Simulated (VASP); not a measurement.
Runs of VASP 6.6.1 on Mo. The structure is that of space group P6/mmm (No. 191), or close to it. The cells are those of the table. This isn't the form of Mo at room conditions, which is bcc.

```tsv
cell	further INCAR settings	gap on the mesh (eV)	pressure (GPa)
a = 2.581, b = 2.581, c = 2.814 Å, angles 90.0, 90.0, 120.0°, 1 atom	ALGO = Fast; EDIFF = 1e-07; NBANDS = 13	none	(a)
a = 2.820, b = 2.820, c = 2.357 Å, angles 90.0, 90.0, 120.0°, 1 atom	ALGO = Fast; EDIFF = 1e-07; NBANDS = 13	none	(b)
a = 2.895, b = 2.895, c = 2.236 Å, angles 90.0, 90.0, 120.0°, 1 atom	ALGO = Fast; EDIFF = 1e-06; NBANDS = 13	none	12.9
a = 2.657, b = 2.657, c = 2.656 Å, angles 90.0, 90.0, 120.0°, 1 atom	ALGO = Fast; EDIFF = 1e-06; NBANDS = 13	none	3.2
a = 2.954, b = 2.954, c = 2.148 Å, angles 90.0, 90.0, 120.0°, 1 atom	ALGO = Fast; EDIFF = 1e-07; NBANDS = 13	none	25.3
```

Alike in all rows: task single point; level PBEsol; potentials or basis VASP PAW PBE potentials, release 64 (Mo_sv); no spin polarisation; k mesh 30 × 30 × 26; cutoff (eV) 520; smearing gaussian 0.15 eV.

**Question.** Fill in the values left out.

**Answer.** (a) 9.0; (b) 3.8.

Caveats: the cell stands under pressure; the PAW data sets were made with another functional, which shifts forces and pressure a little.

A k mesh can miss the band edges, and the runs leave out spin-orbit coupling on Mo.

A gap of «none» marks levels without a gap at the run's occupations.
